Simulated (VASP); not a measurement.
# CdH2O2 (P-3m1) in VASP: a series of runs, part 3 of 3

VASP 6.6.1. The steps go on from the part before.

## (5) Single point, LDA

Input file INCAR:

```
SYSTEM = CdH2O2
PREC     = Accurate       ! precision mode
ENCUT    = 600            ! plane-wave cutoff, eV
EDIFF    = 1E-6           ! SCF threshold, eV
ISMEAR   = 0              ! smearing method
SIGMA    = 0.01           ! smearing width, eV
LREAL    = .FALSE.        ! projectors in reciprocal space
LASPH    = .TRUE.         ! aspherical terms in the spheres
NELM     = 120            ! most SCF steps
ALGO     = Normal         ! electronic algorithm
ISIF     = 2              ! what is computed and relaxed
LWAVE    = .FALSE.        ! write WAVECAR
LCHARG   = .FALSE.        ! write CHGCAR
NBANDS   = 25             ! bands
GGA_COMPAT= .FALSE.
```

Input file KPOINTS:

```
regular mesh
0
G
  6 6 4
  0 0 0
```

Input file POSCAR:

```
CdH2O2
1.0
    3.5155260000      0.0000000000      0.0000000000
   -1.7577630000      3.0445350000      0.0000000000
    0.0000000000      0.0000000000      4.6429790000
Cd H O
1 2 2
Direct
    0.0000000000      0.0000000000      0.0000000000
    0.6666666667      0.3333333333      0.5509610000
    0.3333333333      0.6666666667      0.4490390000
    0.6666666667      0.3333333333      0.7593720000
    0.3333333333      0.6666666667      0.2406280000
```

Potentials or basis: VASP PAW LDA potentials, release 64 (Cd_sv_GW, H, O).

The run is started by

```sh
> cat potpaw_LDA.64/Cd_sv_GW/POTCAR potpaw_LDA.64/H/POTCAR potpaw_LDA.64/O/POTCAR > POTCAR
> mpirun -np 1 vasp_std > vasp.out
```

OUTCAR:

```text
SYSTEM = CdH2O2
   PREC = Accurate
   ENCUT = 600
   EDIFF = 1E-6
   ISMEAR = 0
   LREAL = .FALSE.
   LASPH = .TRUE.
   NELM = 120
   ISIF = 2

 ion  position               nearest neighbor table
   1  0.000  0.000  0.000-   4 2.32   5 2.32   4 2.32   5 2.32   4 2.32   5 2.32
   2  0.667  0.333  0.551-   4 0.97
   3  0.333  0.667  0.449-   5 0.97
   4  0.667  0.333  0.759-   2 0.97   1 2.32   1 2.32   1 2.32
   5  0.333  0.667  0.241-   3 0.97   1 2.32   1 2.32   1 2.32

  LATTYP: Found a hexagonal cell.
 ALAT       =     3.5155260000
 C/A-ratio  =     1.3207067733

  Lattice vectors:

 A1 = (   3.5155260000,   0.0000000000,   0.0000000000)
 A2 = (  -1.7577630000,   3.0445350000,   0.0000000000)
 A3 = (   0.0000000000,   0.0000000000,   4.6429790000)

Analysis of symmetry for initial positions (statically):
=====================================================================
 Subroutine PRICEL returns:
 Original cell was already a primitive cell.

 Routine SETGRP: Setting up the symmetry group for a
 hexagonal supercell.

[... 170 lines left out ...]

 E-fermi :   1.5565     XC(G=0): -10.6644

 val. band max:        1.2164749578   @ k =   0.5000   0.0000   0.0000
 cond. band min:       2.7815337050   @ k =   0.0000   0.0000   0.0000
 fundamental gap:      1.5650587473
 Fermi energy:         1.5564637866

 k-point     1 :       0.0000    0.0000    0.0000
  band No.  band energies     occupation
      1     -97.8317      2.00000
      2     -59.2814      2.00000
      3     -59.2264      2.00000
      4     -59.2264      2.00000
      5     -17.0895      2.00000
      6     -16.0275      2.00000
[... 661 lines left out ...]
     24      17.3914      0.00000
     25      18.0613      0.00000

------------------------ aborting loop because EDIFF is reached ----------------------------------------

  FORCE on cell =-STRESS in cart. coord.  units (eV):
  Direction    XX          YY          ZZ          XY          YZ          ZX
  --------------------------------------------------------------------------------------
  -------------------------------------------------------------------------------------
  Total       -1.9061967     -1.9061970     -0.2044438      0.0000000      0.0000000      0.0000000
  in kB      -61.4568506    -61.4568578     -6.5913825      0.0000000      0.0000000      0.0000000
  external PRESSURE =     -43.1683636 kB  Pullay stress =       0.0000000 kB

 VOLUME and BASIS-vectors are now :
 -----------------------------------------------------------------------------
  energy-cutoff  :      600.00
  volume of cell :       49.69
      direct lattice vectors                 reciprocal lattice vectors
     3.515526000  0.000000000  0.000000000     0.284452455  0.164228692  0.000000000
    -1.757763000  3.044535000  0.000000000     0.000000000  0.328457383  0.000000000
     0.000000000  0.000000000  4.642979000     0.000000000  0.000000000  0.215378963

 POSITION                                       TOTAL-FORCE (eV/Angst)
 -----------------------------------------------------------------------------------
      0.00000      0.00000      0.00000         0.000000      0.000000     -0.000000
      1.75776      1.01484      2.55810         0.000000      0.000000     -0.780199
     -0.00000      2.02969      2.08488         0.000000      0.000000      0.780199
      1.75776      1.01484      3.52575         0.000000     -0.000000      1.068603
     -0.00000      2.02969      1.11723        -0.000000      0.000000     -1.068603
 -----------------------------------------------------------------------------------
    total drift:                                0.000000      0.000000      0.000000

  FREE ENERGIE OF THE ION-ELECTRON SYSTEM (eV)
  ---------------------------------------------------
  free  energy   TOTEN  =       -25.1703337799 eV

  energy  without entropy=      -25.1703337799  energy(sigma->0) =      -25.17033378
```

OSZICAR:

```text
N       E                     dE             d eps       ncg     rms          rms(c)
DAV:   1     0.565700973227E+03    0.56570E+03   -0.20133E+04  1208   0.189E+03
DAV:   2     0.305168801323E+02   -0.53518E+03   -0.47628E+03  1214   0.606E+02
DAV:   3    -0.265438172293E+02   -0.57061E+02   -0.56173E+02  1901   0.222E+02
DAV:   4    -0.286629692900E+02   -0.21192E+01   -0.21159E+01  1560   0.456E+01
DAV:   5    -0.287327628515E+02   -0.69794E-01   -0.69785E-01  1754   0.781E+00    0.164E+01
DAV:   6    -0.252616392080E+02    0.34711E+01   -0.84315E+00  1651   0.562E+01    0.146E+01
DAV:   7    -0.252409631228E+02    0.20676E-01   -0.94949E-01  1442   0.939E+00    0.100E+01
DAV:   8    -0.252057214702E+02    0.35242E-01   -0.45397E-01  1842   0.934E+00    0.247E+00
DAV:   9    -0.251710287218E+02    0.34693E-01   -0.77957E-02  1718   0.556E+00    0.413E-01
DAV:  10    -0.251703585391E+02    0.67018E-03   -0.10031E-02  1572   0.957E-01    0.861E-02
DAV:  11    -0.251703483696E+02    0.10170E-04   -0.61531E-04  1553   0.190E-01    0.354E-02
DAV:  12    -0.251703328515E+02    0.15518E-04   -0.52436E-05  1768   0.106E-01    0.192E-02
DAV:  13    -0.251703337799E+02   -0.92840E-06   -0.56212E-06  1323   0.172E-02
   1 F= -.25170334E+02 E0= -.25170334E+02  d E =0.000000E+00
```

Wall time 18 s (1 thread of Intel Xeon 6975P-C (Granite Rapids), shared host); peak memory 0.18 GiB.

What came out:

- Free energy: -25.1703 eV
- Pressure: -4.3 GPa
- Largest force: 1.069 eV/Å
- Band gap on the k mesh: 1.56 eV, indirect (least direct gap 1.92 eV)

Forces in eV/Å, atoms in the order of the input:
```
Cd   0.000  0.000  0.000
H    0.000  0.000 -0.780
H    0.000  0.000  0.780
O    0.000  0.000  1.069
O    0.000  0.000 -1.069
```

Stress tensor (GPa, compression positive):
```
-6.15  0.00  0.00
 0.00 -6.15  0.00
 0.00  0.00 -0.66
```

Levels at points of the mesh, in eV from the valence-band top:
| k point | band 14 | band 15 | band 16 | band 17 | band 18 | band 19 | band 20 | band 21 |
| --- | --- | --- | --- | --- | --- | --- | --- | --- |
| (0.00, 0.00, 0.00) | -1.08 | -1.08 | -0.35 | -0.35 | 1.56 | 6.00 | 9.83 | 12.63 |
| (0.50, 0.00, 0.00) | -2.91 | -2.50 | -2.25 | 0.00 | 6.30 | 6.37 | 8.68 | 10.28 |
| (0.00, 0.00, 0.50) | -1.33 | -1.33 | -0.07 | -0.07 | 4.15 | 4.26 | 10.96 | 11.10 |
| (0.50, 0.00, 0.50) | -2.43 | -2.03 | -1.78 | -0.50 | 5.85 | 6.81 | 8.90 | 9.18 |

Caveat: forces of over 1 eV/Å act on the atoms, so gaps and moduli don't describe the material at rest.

## (6) Single point, BLYP

Input file INCAR:

```
  PREC = Accurate
  ENCUT = 600
  EDIFF = 1E-6
  ISMEAR = 0
  SIGMA = 0.01
  LREAL = F
  LASPH = T
  NELM = 120
  ALGO = Normal
  ISIF = 2
  LWAVE = F
  LCHARG = T
  GGA = B5
  ALDAX = 1.0
  AGGAX = 1.0
  AGGAC = 1.0
  ALDAC = 0.0
  LELF = T
  LVHAR = T
  NBANDS = 25
  GGA_COMPAT = F
```

Input file KPOINTS:

```
Automatic mesh
0
Gamma
  6 6 4
```

POSCAR is that of step 5.

Potentials or basis: VASP PAW PBE potentials, release 64 (Cd_sv_GW, H, O).

The run is started by

```sh
> cat potpaw_PBE.64/Cd_sv_GW/POTCAR potpaw_PBE.64/H/POTCAR potpaw_PBE.64/O/POTCAR > POTCAR
> mpirun -np 1 vasp_std > vasp.out
```

OUTCAR:

```text
PREC = Accurate
   ENCUT = 600
   EDIFF = 1E-6
   ISMEAR = 0
   LREAL = F
   LASPH = T
   NELM = 120
   ISIF = 2
   GGA = B5

 ion  position               nearest neighbor table
   1  0.000  0.000  0.000-   4 2.32   5 2.32   4 2.32   5 2.32   4 2.32   5 2.32
   2  0.667  0.333  0.551-   4 0.97
   3  0.333  0.667  0.449-   5 0.97
   4  0.667  0.333  0.759-   2 0.97   1 2.32   1 2.32   1 2.32
   5  0.333  0.667  0.241-   3 0.97   1 2.32   1 2.32   1 2.32

[... 872 lines left out ...]
  --------------------------------------------------------------------------------------
  -------------------------------------------------------------------------------------
  Total        1.9070776      1.9070778      1.9667737      0.0000000      0.0000000      0.0000000
  in kB       61.4852487     61.4852559     63.4098844      0.0000000      0.0000000      0.0000000
  external PRESSURE =      62.1267963 kB  Pullay stress =       0.0000000 kB

 VOLUME and BASIS-vectors are now :
 -----------------------------------------------------------------------------
  energy-cutoff  :      600.00
  volume of cell :       49.69
      direct lattice vectors                 reciprocal lattice vectors
     3.515526000  0.000000000  0.000000000     0.284452455  0.164228692  0.000000000
    -1.757763000  3.044535000  0.000000000     0.000000000  0.328457383  0.000000000
     0.000000000  0.000000000  4.642979000     0.000000000  0.000000000  0.215378963

 POSITION                                       TOTAL-FORCE (eV/Angst)
 -----------------------------------------------------------------------------------
      0.00000      0.00000      0.00000        -0.000000     -0.000000      0.000000
      1.75776      1.01484      2.55810        -0.000000     -0.000000     -0.292534
     -0.00000      2.02969      2.08488        -0.000000     -0.000000      0.292534
      1.75776      1.01484      3.52575         0.000000     -0.000000      0.137301
     -0.00000      2.02969      1.11723        -0.000000      0.000000     -0.137301
 -----------------------------------------------------------------------------------
    total drift:                                0.000000      0.000000      0.000000

  FREE ENERGIE OF THE ION-ELECTRON SYSTEM (eV)
  ---------------------------------------------------
  free  energy   TOTEN  =       -21.5813758217 eV

  energy  without entropy=      -21.5813758217  energy(sigma->0) =      -21.58137582
```

stdout:

```text
POSCAR found type information on POSCAR CdH O
 POSCAR found :  3 types and       5 ions
 scaLAPACK will be used
 -----------------------------------------------------------------------------
|                                                                             |
|                                                                             |
|     You enforced a specific xc type in the INCAR file but a different       |
|     I HOPE YOU KNOW WHAT YOU ARE DOING!                                     |
|                                                                             |
 -----------------------------------------------------------------------------

 LDA part: xc-table for (Slater(with rela. corr.)+VWN5), standard interpolation
 POSCAR, INCAR and KPOINTS ok, starting setup
 FFT: planning ... GRIDC
 FFT: planning ... GRID_SOFT
 FFT: planning ... GRID
 WAVECAR not read
 entering main loop
```

It took 62 s on 1 thread of Intel Xeon 6975P-C (Granite Rapids), shared host; peak memory 0.2 GiB.

Results:

| Property | Result |
| --- | --- |
| Free energy | -21.5814 eV |
| Pressure | 6.2 GPa |
| Largest force | 0.293 eV/Å |
| Band gap on the k mesh | 1.86 eV, indirect (least direct gap 2.20 eV) |

Forces in eV/Å, atoms in the order of the input:
```
Cd   0.000  0.000  0.000
H    0.000  0.000 -0.293
H    0.000  0.000  0.293
O    0.000  0.000  0.137
O    0.000  0.000 -0.137
```

Caveat: the PAW data sets were made with another functional, which shifts forces and pressure a little. A k mesh can miss the band edges.

## (7) Summary

| level | potentials or basis | cutoff (eV) | second run | gap on the mesh (eV) | pressure (GPa) | largest force (eV/Å) |
| --- | --- | --- | --- | --- | --- | --- |
| LDA | VASP PAW LDA potentials, release 64 (Cd, H, O) | 520 | - | 1.56 | -3.1 | 1.01 |
| BLYP | VASP PAW PBE potentials, release 64 (Cd, H, O) | 520 | - | 1.84 | 7.4 | 0.30 |
| r2SCAN | VASP PAW PBE potentials, release 64 (Cd, H, O) | 520 | - | 2.25 | 0.2 | 0.02 |
| LDA | VASP PAW LDA potentials, release 64 (Cd_sv_GW, H, O) | 600 | valence_matched | 1.56 | -4.3 | 1.07 |
| BLYP | VASP PAW PBE potentials, release 64 (Cd_sv_GW, H, O) | 600 | valence_matched | 1.86 | 6.2 | 0.29 |

Alike in all rows: task single point; no spin polarisation; cell as given; k mesh 6 × 6 × 4; smearing gaussian 0.01 eV.

Caveats: the PAW data sets were made with another functional, which shifts forces and pressure a little (some runs); forces of over 1 eV/Å act on the atoms, so gaps and moduli don't describe the material at rest (some runs).

Absolute energies hang on the potentials; compare differences alone.
